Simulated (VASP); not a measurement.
# MnF2 (P4_2/mnm) in VASP: single point with PBE

Aim: the single point of MnF2 with PBE.

Program: VASP 6.6.1. These are calculated values, not measurements. Logs are shortened: lines on timing, memory, paths and dates and some standing lists are left out, and cuts for length are marked.

## (1) The cell of the first run

It takes space group P4_2/mnm (No. 136, tetragonal). The conventional cell has a = 4.888 Å, b = 4.888 Å, c = 3.322 Å, α = 90.00°, β = 90.00°, γ = 90.00°. Within 2.8 Å of Mn (site symmetry mmm) lie 6 F at 2.10 to 2.14 Å. Within 2.8 Å of F (site symmetry m2m) lie 3 Mn at 2.10 to 2.14 Å and 1 F at 2.70 Å.

## (2) Single point, PBE, collinear spin, ferromagnetic start (13.23 Å³/atom)

INCAR

```
ALGO = Normal
EDIFF = 1E-6
ENCUT = 520
GGA = PE
ISIF = 2
ISMEAR = 0
ISPIN = 2
LASPH = True
LCHARG = False
LMAXMIX = 4
LORBIT = 11
LREAL = False
LWAVE = False
MAGMOM = 4.65 4.65 0 0 0 0
NBANDS = 40
NELM = 150
PREC = Accurate
SIGMA = 0.02
```

KPOINTS

```
k-points
0
Gamma
  6 6 8
```

POSCAR

```
MnF2
1.0
    4.8878701186      0.0000000000      0.0000000000
    0.0000000000      4.8878701186      0.0000000000
    0.0000000000      0.0000000000      3.3218084226
Mn F
2 4
Direct
    0.0000000000      0.0000000000      0.0000000000
    0.5000000000      0.5000000000      0.5000000000
    0.3044661754      0.3044661754      0.0000000000
    0.1955338246      0.8044661754      0.5000000000
    0.6955338246      0.6955338246      0.0000000000
    0.8044661754      0.1955338246      0.5000000000
```

Potentials or basis: VASP PAW PBE potentials, release 64 (Mn_pv, F).

Launch:

```console
cat potpaw_PBE.64/Mn_pv/POTCAR potpaw_PBE.64/F/POTCAR > POTCAR
mpirun -np 1 vasp_std > vasp.out
```

OUTCAR:

```text
EDIFF = 1E-6
   ENCUT = 520
   GGA = PE
   ISIF = 2
   ISMEAR = 0
   ISPIN = 2
   LASPH = True
   LORBIT = 11
   LREAL = False
   NELM = 150
   PREC = Accurate

 ion  position               nearest neighbor table
   1  0.000  0.000  0.000-   3 2.10   5 2.10   4 2.14   6 2.14   4 2.14   6 2.14
   2  0.500  0.500  0.500-   4 2.10   6 2.10   5 2.14   3 2.14   3 2.14   5 2.14
   3  0.304  0.304  0.000-   1 2.10   2 2.14   2 2.14
   4  0.196  0.804  0.500-   2 2.10   1 2.14   1 2.14
   5  0.696  0.696  0.000-   1 2.10   2 2.14   2 2.14
   6  0.804  0.196  0.500-   2 2.10   1 2.14   1 2.14

  LATTYP: Found a simple tetragonal cell.
 ALAT       =     4.8878701186
 C/A-ratio  =     0.6796024326

  Lattice vectors:

 A1 = (   4.8878701186,   0.0000000000,   0.0000000000)
 A2 = (   0.0000000000,   4.8878701186,   0.0000000000)
 A3 = (   0.0000000000,   0.0000000000,   3.3218084226)

Analysis of symmetry for initial positions (statically):
=====================================================================
 Subroutine PRICEL returns:
 Original cell was already a primitive cell.

 Routine SETGRP: Setting up the symmetry group for a
 simple tetragonal supercell.

 Subroutine GETGRP returns: Found 16 space group operations
 (whereof  8 operations were pure point group operations)
 out of a pool of 16 trial point group operations.

The static configuration has the point symmetry D_2h.
 The point group associated with its full space group is D_4h.

Analysis of symmetry for dynamics (positions and initial velocities):
=====================================================================
 Subroutine PRICEL returns:
 Original cell was already a primitive cell.

 Routine SETGRP: Setting up the symmetry group for a
 simple tetragonal supercell.

 Subroutine GETGRP returns: Found 16 space group operations
 (whereof  8 operations were pure point group operations)
 out of a pool of 16 trial point group operations.

The dynamic configuration has the point symmetry D_2h.
 The point group associated with its full space group is D_4h.

Analysis of structural, dynamic, and magnetic symmetry:
=====================================================================
 Subroutine PRICEL returns:
 Original cell was already a primitive cell.

 Routine SETGRP: Setting up the symmetry group for a
 simple tetragonal supercell.

 Subroutine GETGRP returns: Found 16 space group operations
 (whereof  8 operations were pure point group operations)
 out of a pool of 16 trial point group operations.

The overall configuration has the point symmetry D_2h.
 The point group associated with its full space group is D_4h.

 Subroutine INISYM returns: Found 16 space group operations
 (whereof  8 operations are pure point group operations),
 and found     1 'primitive' translations

----------------------------------------------------------------------------------------

                                     Primitive cell

  volume of cell :      79.3622

  direct lattice vectors                    reciprocal lattice vectors
     4.887870119  0.000000000  0.000000000     0.204588088  0.000000000  0.000000000
     0.000000000  4.887870119  0.000000000     0.000000000  0.204588088  0.000000000
     0.000000000  0.000000000  3.321808423     0.000000000  0.000000000  0.301040841

  length of vectors
     4.887870119  4.887870119  3.321808423     0.204588088  0.204588088  0.301040841

  position of ions in fractional coordinates (direct lattice)
     0.000000000  0.000000000  0.000000000
     0.500000000  0.500000000  0.500000000
     0.304466175  0.304466175  0.000000000
     0.195533825  0.804466175  0.500000000
     0.695533825  0.695533825  0.000000000
     0.804466175  0.195533825  0.500000000

  ion indices of the primitive-cell ions
   primitive index   ion index
                 1           1
                 2           2
                 3           3
                 4           4
                 5           5
                 6           6

----------------------------------------------------------------------------------------

 KPOINTS: k-points

Automatic generation of k-mesh.
 Grid dimensions read from file:
 generate k-points for:    6    6    8

 Generating k-lattice:

  Cartesian coordinates                     Fractional coordinates (reciprocal lattice)
     0.034098015  0.000000000  0.000000000     0.166666667  0.000000000  0.000000000
     0.000000000  0.034098015  0.000000000     0.000000000  0.166666667  0.000000000
     0.000000000  0.000000000  0.037630105     0.000000000  0.000000000  0.125000000

  Length of vectors
     0.034098015  0.034098015  0.037630105

  Shift w.r.t. Gamma in fractional coordinates (k-lattice)
     0.000000000  0.000000000  0.000000000

 Subroutine IBZKPT returns following result:
 ===========================================

 Found     50 irreducible k-points:

 Following reciprocal coordinates:
            Coordinates               Weight
  0.000000  0.000000  0.000000      1.000000
  0.166667  0.000000  0.000000      4.000000
  0.333333  0.000000  0.000000      4.000000
  0.500000  0.000000  0.000000      2.000000
  0.166667  0.166667  0.000000      4.000000
  0.333333  0.166667  0.000000      8.000000
[... 16 lines left out ...]
  0.333333  0.000000  0.250000      8.000000
  0.500000  0.000000  0.250000      4.000000
 [... further k-points ...]
   k-points           NKPTS =     50   k-points in BZ     NKDIM =     50   number of bands    NBANDS=     40
   number of dos      NEDOS =    301   number of ions     NIONS =      6
   total plane-waves  NPLWV =  36288
   dimension x,y,z NGX =    36 NGY =   36 NGZ =   28
   dimension x,y,z NGXF=    72 NGYF=   72 NGZF=   56
   ions per type =               2   4
   NGX,Y,Z   is equivalent  to a cutoff of  12.24, 12.24, 14.01 a.u.
   NGXF,Y,Z  is equivalent  to a cutoff of  24.49, 24.49, 28.03 a.u.
 SYSTEM =  unknown system
   PREC   = accura    normal or accurate (medium, high low for compatibility)
   ISTART =      0    job   : 0-new  1-cont  2-samecut
   ICHARG =      2    charge: 1-file 2-atom 10-const
   ISPIN  =      2    spin polarized calculation?
   LNONCOLLINEAR =      F non collinear calculations
   LSORBIT =      F    spin-orbit coupling
   LASPH  =      T    aspherical Exc in radial PAW
   ENCUT  =  520.0 eV  38.22 Ry    6.18 a.u.   9.09  9.09  6.18*2*pi/ulx,y,z
   NELM   =    150;   NELMIN=  2; NELMDL= -5     # of ELM steps
   EDIFF  = 0.1E-05   stopping-criterion for ELM
   LREAL  =      F    real-space projection
   EDIFFG = 0.1E-04   stopping-criterion for IOM
   NSW    =      0    number of steps for IOM
   IBRION =     -1    ionic relax: 0-MD 1-quasi-New 2-CG
   NFREE  =      0    steps in history (QN), initial steepest desc. (CG)
   ISIF   =      2    stress and relaxation
   ISYM   =      2    0-nonsym 1-usesym 2-fastsym
   POTIM  = 0.5000    time-step for ionic-motion
   TEBEG  =    0.0;   TEEND  =   0.0 temperature during run
   PSTRESS=    0.0 pullay stress
   NELECT =      54.0000    total number of electrons
   NUPDOWN=      -1.0000    fix difference up-down
   EMIN   =  10.00;   EMAX   =-10.00  energy-range for DOS
   EFERMI =   0.00;   METHOD = LEGACY
   ISMEAR =     0;   SIGMA  =   0.02  broadening in eV -4-tet -1-fermi 0-gaus
   EFERMI_NEDOS =   21; number of points for ismear=-14 and -15
   IALGO  =     38    algorithm
   IMIX   =      4    mixing-type and parameters
     AMIX     =   0.40;   BMIX     =  1.00
     AMIX_MAG =   1.60;   BMIX_MAG =  1.00
  volume/ion in A,a.u.               =      13.23        89.26
  Fermi-wavevector in a.u.,A,eV,Ry     =   1.439908  2.721032 28.209441  2.073335
  Thomas-Fermi vector in A             =   2.558711
   LORBIT       =     11    0 simple, 1 ext, 2 COOP (PROOUT), +10 PAW based schemes
   GGA     = PE    functional components
   LHFCALC =     F    Hartree Fock is set to
   AEXX    =    0.0000 exact exchange contribution
   IVDW    =     0    specifies the selected vdW correction
   LEPSILON=     F    determine dielectric tensor
   LRPA    =     F    only Hartree local field effects (RPA)
 spin polarized calculation
 Gauss-broadening in eV      SIGMA  =   0.02
  energy-cutoff  :      520.00
  volume of cell :       79.36
 maximum number of plane-waves:      2156
   NGX = 19   NGY = 19   NGZ = 13

 number of electron      54.0000032 magnetization       9.9999966

 number of electron      54.0000032 magnetization      10.0000009

 Free energy of the ion-electron system (eV)
  ---------------------------------------------------
  ext. energy  EPLUGINS =         0.00000000
  ---------------------------------------------------
  free energy    TOTEN  =       -39.31592214 eV

  energy without entropy =      -39.31592214  energy(sigma->0) =      -39.31592214

 E-fermi :   3.5367     XC(G=0):  -9.7075

 val. band max:        3.2892791465   @ k =   0.0000   0.0000   0.0000
 cond. band min:       4.4113654815   @ k =   0.0000   0.0000   0.0000
 fundamental gap:      1.1220863350
 Fermi energy:         3.5366743837

 spin component 1

 k-point     1 :       0.0000    0.0000    0.0000
  band No.  band energies     occupation
      1     -46.8877      1.00000
      2     -46.8877      1.00000
      3     -46.8253      1.00000
      4     -46.8249      1.00000
      5     -46.8249      1.00000
      6     -46.8235      1.00000
[... 31 lines left out ...]
     38      14.5585      0.00000
     39      14.7168      0.00000

 k-point     2 :       0.1667    0.0000    0.0000
  band No.  band energies     occupation
      1     -46.8877      1.00000
      2     -46.8877      1.00000
      3     -46.8252      1.00000
      4     -46.8249      1.00000
      5     -46.8249      1.00000
      6     -46.8237      1.00000
[... 913 lines left out ...]
     38      13.4704      0.00000
     39      14.1861      0.00000

 k-point    24 :       0.5000    0.0000    0.2500
  band No.  band energies     occupation
      1     -46.8860      1.00000
      2     -46.8860      1.00000
      3     -46.8347      1.00000
      4     -46.8347      1.00000
      5     -46.8241      1.00000
      6     -46.8241      1.00000
[... 31 lines left out ...]
     38      13.2529      0.00000
     39      14.0690      0.00000

 [... further k-points ...]

 spin component 2

 k-point     1 :       0.0000    0.0000    0.0000
  band No.  band energies     occupation
      1     -41.9258      1.00000
      2     -41.9258      1.00000
      3     -41.8513      1.00000
      4     -41.8513      1.00000
      5     -41.8469      1.00000
      6     -41.8443      1.00000
[... 31 lines left out ...]
     38      15.4538      0.00000
     39      15.5969      0.00000

 k-point     2 :       0.1667    0.0000    0.0000
  band No.  band energies     occupation
      1     -41.9257      1.00000
      2     -41.9257      1.00000
      3     -41.8514      1.00000
      4     -41.8514      1.00000
      5     -41.8467      1.00000
      6     -41.8444      1.00000
[... 913 lines left out ...]
     38      14.3692      0.00000
     39      15.3147      0.00000

 k-point    24 :       0.5000    0.0000    0.2500
  band No.  band energies     occupation
      1     -41.9228      1.00000
      2     -41.9228      1.00000
      3     -41.8607      1.00000
      4     -41.8607      1.00000
      5     -41.8498      1.00000
      6     -41.8498      1.00000
[... 31 lines left out ...]
     38      14.2439      0.00000
     39      14.9267      0.00000

 [... further k-points ...]

 [bands above 39 left out]

------------------------ aborting loop because EDIFF is reached ----------------------------------------

  FORCE on cell =-STRESS in cart. coord.  units (eV):
  Direction    XX          YY          ZZ          XY          YZ          ZX
  --------------------------------------------------------------------------------------
  -------------------------------------------------------------------------------------
  Total        1.3318358      1.3318358      1.3784191      0.0000000      0.0000000      0.0000000
  in kB       26.8873120     26.8873120     27.8277424      0.0000000      0.0000000      0.0000000
  external PRESSURE =      27.2007888 kB  Pullay stress =       0.0000000 kB

 VOLUME and BASIS-vectors are now :
 -----------------------------------------------------------------------------
  energy-cutoff  :      520.00
  volume of cell :       79.36
      direct lattice vectors                 reciprocal lattice vectors
     4.887870119  0.000000000  0.000000000     0.204588088  0.000000000  0.000000000
     0.000000000  4.887870119  0.000000000     0.000000000  0.204588088  0.000000000
     0.000000000  0.000000000  3.321808423     0.000000000  0.000000000  0.301040841

 POSITION                                       TOTAL-FORCE (eV/Angst)
 -----------------------------------------------------------------------------------
      0.00000      0.00000      0.00000        -0.000000      0.000000      0.000000
      2.44394      2.44394      1.66090        -0.000000      0.000000      0.000000
      1.48819      1.48819      0.00000         0.004722      0.004722      0.000000
      0.95574      3.93213      1.66090        -0.004722      0.004722      0.000000
      3.39968      3.39968      0.00000        -0.004722     -0.004722      0.000000
      3.93213      0.95574      1.66090         0.004722     -0.004722      0.000000
 -----------------------------------------------------------------------------------
    total drift:                                0.000000      0.000000      0.000000

  FREE ENERGIE OF THE ION-ELECTRON SYSTEM (eV)
  ---------------------------------------------------
  free  energy   TOTEN  =       -39.3159221430 eV

  energy  without entropy=      -39.3159221430  energy(sigma->0) =      -39.31592214

 total charge

# of ion       s       p       d       tot
------------------------------------------
    1        0.163   6.143   4.945  11.250
    2        0.163   6.143   4.945  11.250
    3        1.735   4.365   0.000   6.100
    4        1.735   4.365   0.000   6.100
    5        1.735   4.365   0.000   6.100
    6        1.735   4.365   0.000   6.100
--------------------------------------------------
tot          7.264  29.747   9.890  46.901

 magnetization (x)

# of ion       s       p       d       tot
------------------------------------------
    1        0.024   0.021   4.546   4.591
    2        0.024   0.021   4.546   4.591
    3        0.009   0.080   0.000   0.089
    4        0.009   0.080   0.000   0.089
    5        0.009   0.080   0.000   0.089
    6        0.009   0.080   0.000   0.089
--------------------------------------------------
tot          0.083   0.364   9.092   9.539
```

Wall time 2.2 min (1 thread of Intel Xeon Platinum 8488C (Sapphire Rapids), shared host); peak memory 0.36 GiB.

Results:

| Item | Value |
| --- | --- |
| Free energy | -39.3159 eV |
| Pressure | 2.7 GPa |
| Largest force | 0.007 eV/Å |
| Band gap on the k mesh | 1.12 eV |
| Net moment | 10.00 μB per cell |
| Site moments | Mn +4.59; F +0.09 μB |
| Valence electrons inside the program's atomic spheres | Mn 11.25; F 6.10 |

Forces in eV/Å, atoms in the order of the input:
```
Mn   0.000  0.000  0.000
Mn   0.000  0.000  0.000
F    0.005  0.005  0.000
F   -0.005  0.005  0.000
F   -0.005 -0.005  0.000
F    0.005 -0.005  0.000
```

Stress tensor (GPa, compression positive):
```
2.69 0.00 0.00
0.00 2.69 0.00
0.00 0.00 2.78
```

Levels at points of the mesh, in eV from the valence-band top:
Spin up:
```csv
k point,band 30,band 31,band 32,band 33,band 34,band 35
"(0.00, 0.00, 0.00)",-0.59,-0.59,0.00,1.12,6.48,6.48
"(0.50, 0.00, 0.00)",-0.81,-0.71,-0.71,3.47,3.47,7.79
"(0.50, 0.50, 0.00)",-1.12,-0.59,-0.59,4.94,4.94,5.57
"(0.00, 0.00, 0.50)",-1.26,-0.99,-0.99,5.69,5.69,9.56
"(0.50, 0.00, 0.50)",-1.67,-0.32,-0.32,6.85,6.85,6.85
"(0.50, 0.50, 0.50)",-1.28,-0.82,-0.82,6.71,6.71,7.94
```
Spin down:
```
           k point  band 19  band 20  band 21  band 22  band 23  band 24  band 25  band 26
(0.00, 0.00, 0.00)    -4.99    -4.61    -4.61    -4.32     1.72     1.76     2.16     2.24
(0.50, 0.00, 0.00)    -5.38    -5.38    -4.64    -4.64     1.93     1.93     2.36     2.36
(0.50, 0.50, 0.00)    -5.07    -5.07    -4.97    -4.97     1.81     1.81     2.25     2.25
(0.00, 0.00, 0.50)    -5.23    -5.23    -5.00    -5.00     2.17     2.17     2.26     2.26
(0.50, 0.00, 0.50)    -5.06    -5.06    -4.82    -4.82     1.90     1.90     2.31     2.31
(0.50, 0.50, 0.50)    -4.80    -4.80    -4.71    -4.71     2.15     2.15     2.24     2.24
```

Caveat: only a ferromagnetic start was run, and an antiferromagnetic order may lie lower in energy. A k mesh can miss the band edges.
